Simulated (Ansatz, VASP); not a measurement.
# Sc in VASP and in Ansatz

```xyz
1
Lattice="-1.8646 1.8646 1.8646 1.8646 -1.8646 1.8646 1.8646 1.8646 -1.8646" Properties=species:S:1:pos:R:3 pbc="T T T"
Sc    0.0000    0.0000    0.0000
```

Alike in both runs: functional RPBE; k mesh 12 × 12 × 12; occupations fermi-dirac, width 0.1 eV; no spin polarisation.

Ansatz relaxed the structure, and its values are those at the end. VASP's run is a single point on that final structure, the one shown.

|  | VASP | Ansatz |
| --- | --- | --- |
| version | VASP 6.6.1 | Ansatz 0.2.0 |
| potentials or method | VASP PAW PBE potentials, release 64 (Sc_sv), cutoff 500 eV | plane waves (420 eV) with PAW, scalar-relativistic |
| valence electrons in the cell | 11 | 11 |

|  | VASP | Ansatz | Ansatz less VASP |
| --- | --- | --- | --- |
| pressure (GPa) | 0.0 | 0.0 | -0.02 |

VASP's potentials were made for PBE, not for RPBE.
